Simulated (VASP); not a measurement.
# TlPd3 (I4/mmm) in VASP: electric field gradients with LDA

Aim: the electric field gradients of TlPd3 with LDA.

Program: VASP 6.6.1. These are calculated values, not measurements. Logs are shortened: lines on timing, memory, paths and dates and some standing lists are left out, and cuts for length are marked.

**1. The cell of the first run**

It takes space group I4/mmm (No. 139, tetragonal). Conventional cell: a = 4.077 Å, b = 4.077 Å, c = 7.531 Å, α = 90.00°, β = 90.00°, γ = 90.00°. Tl (site symmetry 4/mmm) has 14 Pd at 2.77 to 3.77 Å within 3.8 Å. Within 3.8 Å of Pd (site symmetry -4m2) lie 4 Tl at 2.77 Å and 10 Pd at 2.77 to 3.77 Å. Within 3.8 Å of Pd (site symmetry 4/mmm) lie 8 Pd at 2.77 Å and 6 Tl at 2.88 to 3.77 Å.

**2. Electric field gradients, LDA**

The input, INCAR:

```
PREC     = Accurate       # precision mode
ENCUT    = 520            # plane-wave cutoff, eV
EDIFF    = 1E-8           # SCF threshold, eV
ISMEAR   = -1             # smearing method
SIGMA    = 0.15           # smearing width, eV
LREAL    = False          # projectors in reciprocal space
LASPH    = True           # aspherical terms in the spheres
NELM     = 100            # most SCF steps
ALGO     = Fast           # electronic algorithm
ISIF     = 2              # what is computed and relaxed
LWAVE    = False          # write WAVECAR
LCHARG   = False          # write CHGCAR
LEFG     = True         
NBANDS   = 30             # bands
```

The input, KPOINTS:

```
regular mesh
0
Gamma
  14 14 14
```

The input, POSCAR:

```
TlPd3
1.0
   -2.0383915725      2.0383915725      3.7654666702
    2.0383915725     -2.0383915725      3.7654666702
    2.0383915725      2.0383915725     -3.7654666702
Tl Pd
1 3
Direct
    0.0000000000      0.0000000000      0.0000000000
    0.7500000000      0.2500000000      0.5000000000
    0.2500000000      0.7500000000      0.5000000000
    0.5000000000      0.5000000000      0.0000000000
```

Potentials or basis: VASP PAW LDA potentials, release 64 (Tl_d, Pd).

Started as:

```
$ cat potpaw_LDA.64/Tl_d/POTCAR potpaw_LDA.64/Pd/POTCAR > POTCAR
$ mpirun -np 1 vasp_std > vasp.out
```

OUTCAR:

```text
PREC = Accurate
   ENCUT = 520
   EDIFF = 1E-8
   ISMEAR = -1
   LREAL = False
   LASPH = True
   NELM = 100
   ISIF = 2

 ion  position               nearest neighbor table
   1  0.000  0.000  0.000-   2 2.77   3 2.77   2 2.77   3 2.77   2 2.77   3 2.77   2 2.77   3 2.77
                             4 2.88   4 2.88   4 2.88   4 2.88   4 3.77   4 3.77
   2  0.750  0.250  0.500-   4 2.77   1 2.77   1 2.77   4 2.77   1 2.77   4 2.77   4 2.77   1 2.77
                             3 2.88   3 2.88   3 2.88   3 2.88
   3  0.250  0.750  0.500-   1 2.77   4 2.77   1 2.77   4 2.77   1 2.77   4 2.77   1 2.77   4 2.77
                             2 2.88   2 2.88   2 2.88   2 2.88
   4  0.500  0.500  0.000-   3 2.77   2 2.77   2 2.77   3 2.77   2 2.77   3 2.77   3 2.77   2 2.77
                             1 2.88   1 2.88   1 2.88   1 2.88   1 3.77   1 3.77

  LATTYP: Found a body centered tetragonal cell.
 ALAT       =     4.0767831450
 C/A-ratio  =     1.8472734685

  Lattice vectors:

 A1 = (  -2.0383915725,   2.0383915725,   3.7654666702)
 A2 = (   2.0383915725,  -2.0383915725,   3.7654666702)
 A3 = (   2.0383915725,   2.0383915725,  -3.7654666702)

Analysis of symmetry for initial positions (statically):
=====================================================================
 Subroutine PRICEL returns:
 Original cell was already a primitive cell.

 Routine SETGRP: Setting up the symmetry group for a
 body centered tetragonal supercell.

 Subroutine GETGRP returns: Found 16 space group operations
 (whereof 16 operations were pure point group operations)
 out of a pool of 16 trial point group operations.

The static configuration has the point symmetry D_4h.

Analysis of symmetry for dynamics (positions and initial velocities):
=====================================================================
 Subroutine PRICEL returns:
 Original cell was already a primitive cell.

 Routine SETGRP: Setting up the symmetry group for a
 body centered tetragonal supercell.

 Subroutine GETGRP returns: Found 16 space group operations
 (whereof 16 operations were pure point group operations)
 out of a pool of 16 trial point group operations.

The dynamic configuration has the point symmetry D_4h.

 Subroutine INISYM returns: Found 16 space group operations
 (whereof 16 operations are pure point group operations),
 and found     1 'primitive' translations

----------------------------------------------------------------------------------------

                                     Primitive cell

  volume of cell :      62.5827

  direct lattice vectors                    reciprocal lattice vectors
    -2.038391573  2.038391573  3.765466670     0.000000000  0.245291438  0.132785666
     2.038391573 -2.038391573  3.765466670     0.245291438  0.000000000  0.132785666
     2.038391573  2.038391573 -3.765466670     0.245291438  0.245291438  0.000000000

  length of vectors
     4.742237831  4.742237831  4.742237831     0.278926375  0.278926375  0.346894478

  position of ions in fractional coordinates (direct lattice)
     0.000000000  0.000000000  0.000000000
     0.750000000  0.250000000  0.500000000
     0.250000000  0.750000000  0.500000000
     0.500000000  0.500000000  0.000000000

  ion indices of the primitive-cell ions
   primitive index   ion index
                 1           1
                 2           2
                 3           3
                 4           4

----------------------------------------------------------------------------------------

 KPOINTS: regular mesh

Automatic generation of k-mesh.
 Grid dimensions read from file:
 generate k-points for:   14   14   14

 Generating k-lattice:

  Cartesian coordinates                     Fractional coordinates (reciprocal lattice)
     0.000000000  0.017520817  0.009484690     0.071428571 -0.000000000  0.000000000
     0.017520817  0.000000000  0.009484690    -0.000000000  0.071428571  0.000000000
     0.017520817  0.017520817  0.000000000     0.000000000  0.000000000  0.071428571

  Length of vectors
     0.019923313  0.019923313  0.024778177

  Shift w.r.t. Gamma in fractional coordinates (k-lattice)
     0.000000000  0.000000000  0.000000000

 Subroutine IBZKPT returns following result:
 ===========================================

 Found    244 irreducible k-points:

 Following reciprocal coordinates:
            Coordinates               Weight
  0.000000  0.000000  0.000000      1.000000
  0.071429  0.000000 -0.000000      8.000000
  0.142857  0.000000  0.000000      8.000000
  0.214286  0.000000  0.000000      8.000000
  0.285714  0.000000 -0.000000      8.000000
  0.357143  0.000000  0.000000      8.000000
[... 16 lines left out ...]
  0.214286  0.142857  0.000000     16.000000
  0.285714  0.142857 -0.000000     16.000000
 [... further k-points ...]
   k-points           NKPTS =    244   k-points in BZ     NKDIM =    244   number of bands    NBANDS=     30
   number of dos      NEDOS =    301   number of ions     NIONS =      4
   total plane-waves  NPLWV =  46656
   dimension x,y,z NGX =    36 NGY =   36 NGZ =   36
   dimension x,y,z NGXF=    72 NGYF=   72 NGZF=   72
   ions per type =               1   3
   NGX,Y,Z   is equivalent  to a cutoff of  12.62, 12.62, 12.62 a.u.
   NGXF,Y,Z  is equivalent  to a cutoff of  25.24, 25.24, 25.24 a.u.
 SYSTEM =  unknown system
   PREC   = accura    normal or accurate (medium, high low for compatibility)
   ISTART =      0    job   : 0-new  1-cont  2-samecut
   ICHARG =      2    charge: 1-file 2-atom 10-const
   ISPIN  =      1    spin polarized calculation?
   LNONCOLLINEAR =      F non collinear calculations
   LSORBIT =      F    spin-orbit coupling
   LASPH  =      T    aspherical Exc in radial PAW
   ENCUT  =  520.0 eV  38.22 Ry    6.18 a.u.   8.82  8.82  8.82*2*pi/ulx,y,z
   NELM   =    100;   NELMIN=  2; NELMDL= -5     # of ELM steps
   EDIFF  = 0.1E-07   stopping-criterion for ELM
   LREAL  =      F    real-space projection
   EDIFFG = 0.1E-06   stopping-criterion for IOM
   NSW    =      0    number of steps for IOM
   IBRION =     -1    ionic relax: 0-MD 1-quasi-New 2-CG
   NFREE  =      0    steps in history (QN), initial steepest desc. (CG)
   ISIF   =      2    stress and relaxation
   ISYM   =      2    0-nonsym 1-usesym 2-fastsym
   POTIM  = 0.5000    time-step for ionic-motion
   TEBEG  =    0.0;   TEEND  =   0.0 temperature during run
   PSTRESS=    0.0 pullay stress
   NELECT =      43.0000    total number of electrons
   NUPDOWN=      -1.0000    fix difference up-down
   EMIN   =  10.00;   EMAX   =-10.00  energy-range for DOS
   EFERMI =   0.00;   METHOD = LEGACY
   ISMEAR =    -1;   SIGMA  =   0.15  broadening in eV -4-tet -1-fermi 0-gaus
   EFERMI_NEDOS =   21; number of points for ismear=-14 and -15
   IALGO  =     68    algorithm
   IMIX   =      4    mixing-type and parameters
     AMIX     =   0.40;   BMIX     =  1.00
     AMIX_MAG =   1.60;   BMIX_MAG =  1.00
  volume/ion in A,a.u.               =      15.65       105.58
  Fermi-wavevector in a.u.,A,eV,Ry     =   1.444596  2.729890 28.393408  2.086857
  Thomas-Fermi vector in A             =   2.562873
   LORBIT       =      0    0 simple, 1 ext, 2 COOP (PROOUT), +10 PAW based schemes
   GGA     = CA    functional components
   LHFCALC =     F    Hartree Fock is set to
   AEXX    =    0.0000 exact exchange contribution
   IVDW    =     0    specifies the selected vdW correction
   LEPSILON=     F    determine dielectric tensor
   LRPA    =     F    only Hartree local field effects (RPA)
 non-spin polarized calculation
 RMM-DIIS sequential band-by-band and
  energy-cutoff  :      520.00
  volume of cell :       62.58
 maximum number of plane-waves:      1714
   NGX = 17   NGY = 17   NGZ = 17

 number of electron      43.0000003 magnetization

 Free energy of the ion-electron system (eV)
  ---------------------------------------------------
  ext. energy  EPLUGINS =         0.00000000
  ---------------------------------------------------
  free energy    TOTEN  =       -23.45200389 eV

  energy without entropy =      -23.30243997  energy(sigma->0) =      -23.37722193

 E-fermi :  10.2815     XC(G=0): -13.3179

 val. band max:       10.2737218513   @ k =  -0.4286   0.4286   0.1429
 cond. band min:      10.2939857381   @ k =  -0.3571  -0.4286   0.1429
 fundamental gap:      0.0202638869
 Fermi energy:        10.2814940822

 k-point     1 :       0.0000    0.0000    0.0000
  band No.  band energies     occupation
      1      -1.2590      2.00000
      2      -1.2329      2.00000
      3      -1.2171      2.00000
      4      -1.1883      2.00000
      5      -1.1883      2.00000
      6       0.4671      2.00000
[... 22 lines left out ...]
     29      18.9514      0.00000
     30      19.4849      0.00000

 k-point     2 :       0.0714    0.0000   -0.0000
  band No.  band energies     occupation
      1      -1.2545      2.00000
      2      -1.2248      2.00000
      3      -1.2121      2.00000
      4      -1.1908      2.00000
      5      -1.1894      2.00000
      6       0.5313      2.00000
[... 22 lines left out ...]
     29      19.2131      0.00000
     30      19.9262      0.00000

 k-point     3 :       0.1429    0.0000    0.0000
  band No.  band energies     occupation
      1      -1.2473      2.00000
      2      -1.2009      2.00000
      3      -1.1986      2.00000
      4      -1.1939      2.00000
      5      -1.1919      2.00000
      6       0.7217      2.00000
[... 682 lines left out ...]
     29      20.7851      0.00000
     30      21.6194      0.00000

 k-point    24 :       0.2857    0.1429   -0.0000
  band No.  band energies     occupation
      1      -1.2554      2.00000
      2      -1.2172      2.00000
      3      -1.1876      2.00000
      4      -1.1622      2.00000
      5      -1.0972      2.00000
      6       1.7814      2.00000
[... 22 lines left out ...]
     29      21.7239      0.00000
     30      22.0754      0.00000

 [... further k-points ...]

------------------------ aborting loop because EDIFF is reached ----------------------------------------

  FORCE on cell =-STRESS in cart. coord.  units (eV):
  Direction    XX          YY          ZZ          XY          YZ          ZX
  --------------------------------------------------------------------------------------
  -------------------------------------------------------------------------------------
  Total        0.2254573      0.2254573      0.2279692      0.0000000      0.0000000      0.0000000
  in kB        5.7719282      5.7719282      5.8362338      0.0000000      0.0000000      0.0000000
  external PRESSURE =       5.7933634 kB  Pullay stress =       0.0000000 kB

 VOLUME and BASIS-vectors are now :
 -----------------------------------------------------------------------------
  energy-cutoff  :      520.00
  volume of cell :       62.58
      direct lattice vectors                 reciprocal lattice vectors
    -2.038391573  2.038391573  3.765466670     0.000000000  0.245291438  0.132785666
     2.038391573 -2.038391573  3.765466670     0.245291438  0.000000000  0.132785666
     2.038391573  2.038391573 -3.765466670     0.245291438  0.245291438  0.000000000

 POSITION                                       TOTAL-FORCE (eV/Angst)
 -----------------------------------------------------------------------------------
      0.00000      0.00000      0.00000        -0.000000     -0.000000      0.000000
      0.00000      2.03839      1.88273         0.000000      0.000000      0.000000
      2.03839      0.00000      1.88273        -0.000000     -0.000000     -0.000000
      0.00000      0.00000      3.76547        -0.000000     -0.000000      0.000000
 -----------------------------------------------------------------------------------
    total drift:                               -0.000000      0.000000      0.000000

  FREE ENERGIE OF THE ION-ELECTRON SYSTEM (eV)
  ---------------------------------------------------
  free  energy   TOTEN  =       -23.4520038950 eV

  energy  without entropy=      -23.3024399699  energy(sigma->0) =      -23.37722193

 Electric field gradients (V/A^2)
---------------------------------------------------------------------
 ion       V_xx      V_yy      V_zz      V_xy      V_xz      V_yz
---------------------------------------------------------------------
   1      18.864    18.864   -37.728     0.001     0.001     0.001
   2      -9.722    -9.722    19.444     0.000     0.000     0.000
   3      -9.722    -9.722    19.444     0.000     0.000     0.000
   4      13.935    13.935   -27.870     0.000     0.000     0.000
---------------------------------------------------------------------

 Electric field gradients after diagonalization (V/A^2)
 (convention: |V_zz| > |V_xx| > |V_yy|)
----------------------------------------------------------------------
 ion       V_xx      V_yy      V_zz     asymmetry (V_yy - V_xx)/ V_zz
----------------------------------------------------------------------
   1      18.865    18.863   -37.728       0.000
   2      -9.722    -9.721    19.444       0.000
   3      -9.722    -9.721    19.444       0.000
   4      13.935    13.934   -27.870       0.000
----------------------------------------------------------------------

           NMR quadrupolar parameters

 Cq : quadrupolar parameter    Cq=e*Q*V_zz/h
 eta: asymmetry parameters     (V_yy - V_xx)/ V_zz
 Q  : nuclear electric quadrupole moment in mb (millibarn)
----------------------------------------------------------------------
 ion       Cq(MHz)       eta       Q (mb)
----------------------------------------------------------------------
   1      -0.091       0.000       1.000
   2       0.047       0.000       1.000
   3       0.047       0.000       1.000
   4      -0.067       0.000       1.000
----------------------------------------------------------------------
```

Run time: 5.5 min. Hardware: 1 thread of Intel Xeon 6975P-C (Granite Rapids), shared host; peak memory 0.48 GiB.

What came out:

```yaml
Free_energy: -23.4520 eV
Pressure: 0.6 GPa
Band_gap_on_the_k_mesh: zero (an odd number of electrons rules out a gap without spin polarisation)
Largest_electric_field_gradient_by_atom: Tl -37.7; Pd +19.4, -27.9 (each value once) V/Å²
```

Levels at points of the mesh, in eV from the Fermi level:
| k point | band 19 | band 20 | band 21 | band 22 | band 23 | band 24 |
| --- | --- | --- | --- | --- | --- | --- |
| (0.00, 0.00, 0.00) | -0.85 | -0.85 | -0.28 | 2.15 | 3.79 | 5.82 |
| (0.50, 0.00, 0.00) | -1.62 | -1.57 | -0.61 | -0.25 | 2.77 | 3.81 |
| (0.50, 0.50, 0.00) | -0.98 | -0.68 | -0.65 | -0.62 | -0.52 | 0.95 |
| (0.50, 0.50, 0.50) | -0.54 | -0.38 | -0.38 | -0.28 | 0.65 | 0.65 |

Electric field gradients, principal values (V/Å²):
| atom | least | middle | greatest (by size) |
| --- | --- | --- | --- |
| 1 Tl | 18.863 | 18.865 | -37.728 |
| 2 Pd | -9.721 | -9.722 | 19.444 |
| 3 Pd | -9.721 | -9.722 | 19.444 |
| 4 Pd | 13.934 | 13.935 | -27.870 |

Caveat: without QUAD_EFG the Cq values of the log hold for a quadrupole moment of 1 mb, not for the nuclei; spin-orbit coupling is left out, which moves the levels of the heavy elements.
